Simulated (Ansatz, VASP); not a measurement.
**Two plane-wave programs on AlNi**

The input INCAR:

```
PREC     = Accurate       # precision mode
ENCUT    = 600            # plane-wave cutoff, eV
EDIFF    = 1E-6           # SCF threshold, eV
ISMEAR   = 0              # smearing method
SIGMA    = 0.15           # smearing width, eV
LREAL    = False          # projectors in reciprocal space
LASPH    = True           # aspherical terms in the spheres
NELM     = 120            # most SCF steps
ALGO     = Normal         # electronic algorithm
ISIF     = 2              # what is computed and relaxed
LWAVE    = False          # write WAVECAR
LCHARG   = False          # write CHGCAR
GGA      = PS             # functional
NBANDS   = 21             # bands
GGA_COMPAT= False
```

The input KPOINTS:

```
Automatic mesh
0
Gamma
  18 18 18
```

POSCAR

```
AlNi
1.0
   -2.8621655520      0.0000000000     -2.8621655520
    0.0000000000     -2.8621655520     -2.8621655520
   -2.8621655520     -2.8621655520      0.0000000000
Al Ni
2 2
Direct
    0.5000000000      0.5000000000      0.5000000000
    0.0000000000      0.0000000000      0.0000000000
    0.2683427545      0.2683427545      0.2316572455
    0.7316572455      0.7316572455      0.7683427545
```

Input for Ansatz:

```yaml
crystal:
  lattice:
    - [-2.862165552, 0.0, -2.862165552]
    - [0.0, -2.862165552, -2.862165552]
    - [-2.862165552, -2.862165552, 0.0]
  atoms:
    - { symbol: Al, position: [0.5, 0.5, 0.5] }
    - { symbol: Al, position: [0.0, 0.0, 0.0] }
    - { symbol: Ni, position: [0.2683427545, 0.2683427545, 0.2316572455] }
    - { symbol: Ni, position: [0.7316572455, 0.7316572455, 0.7683427545] }
basis:
  ecutwfc: 420
kpoints:
  mp_grid: { grid: [18, 18, 18] }
hamiltonian:
  xc: pbesol
scf:
  occupations: { method: gaussian, width: 0.15 }
output:
  forces: true
  stress: true
  eigenvalues: true
```

Change from the starting cell: mode 4 (170.3 1/cm) frozen in, largest displacement +0.105 Å.

Alike in both runs: task single point; functional PBEsol; k mesh 18 × 18 × 18; occupations gaussian, width 0.15 eV; no spin polarisation.

```csv
,VASP,Ansatz
version,VASP 6.6.1,Ansatz 0.2.0
potentials or method,"VASP PAW PBE potentials, release 64 (Al, Ni), cutoff 600 eV","scalar-relativistic, plane waves, PAW"
valence electrons in the cell,26,42
```

VASP gave:

| Property | Result |
| --- | --- |
| gap on the k mesh at the Fermi level (eV) | none |
| pressure (GPa) | 1.3 |
| traceless stress, the component that is largest in VASP (GPa) | 0.86 |
| rms of the force components (eV/Å) | 0.295 |

Estimate Ansatz's values.

gap on the k mesh at the Fermi level (eV): none; pressure (GPa): 1.2; traceless stress, the component that is largest in VASP (GPa): 0.89; rms of the force components (eV/Å): 0.294.

VASP's potentials were made for PBE, not for PBEsol. Atom by atom the forces differ by 0.001 eV/Å (rms over components). A gap of «none» marks a metal or a gap that the smearing closes. VASP's potentials hold 26 valence electrons a cell and Ansatz's 42, so a difference there can come from the potentials and not from the codes.
